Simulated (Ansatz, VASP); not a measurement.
# ZrO5: VASP beside Ansatz

```
Zr O
1.0
     4.28962    0.00000    0.00000
    -2.14481    3.71492    0.00000
     0.00000    0.00000    5.62629
Zr O
1 5
Direct
  0.00000 0.00000 0.00000
  0.50000 0.00000 0.00000
  0.00000 0.50000 0.00000
  0.50000 0.50000 0.00000
  0.00000 0.00000 0.38789
  0.00000 0.00000 0.61211
```

Alike in both runs: functional PBE; k mesh 12 × 12 × 8; occupations gaussian, width 0.1 eV; collinear spin.

Ansatz relaxed the structure, and its values are those at the end. VASP's run is a single point on that final structure, the one shown.

```csv
,VASP,Ansatz
version,VASP 6.6.1,Ansatz 0.2.0
potentials or method,"VASP PAW PBE potentials, release 64 (Zr_sv, O), cutoff 520 eV","scalar-relativistic, plane waves, PAW"
valence electrons in the cell,42,42
```

VASP gave:

* gap on the k mesh at the Fermi level (eV): none
* pressure (GPa): 0.4
* rms of the force components (eV/Å): 0.228
* net moment per atom (μB): 0.22
* size of the moment on the site where the two differ most (μB): 0.48

Q: Which values does Ansatz return?

A: gap on the k mesh at the Fermi level (eV): none; pressure (GPa): 0.0; rms of the force components (eV/Å): 0.001; net moment per atom (μB): 0.22; size of the moment on the site where the two differ most (μB): 0.34.

Site moments also hang on the region over which each program counts them. A gap of «none» marks a metal or a gap that the smearing closes. One of these differences is far larger than is usual between the two programs; its cause wasn't traced.
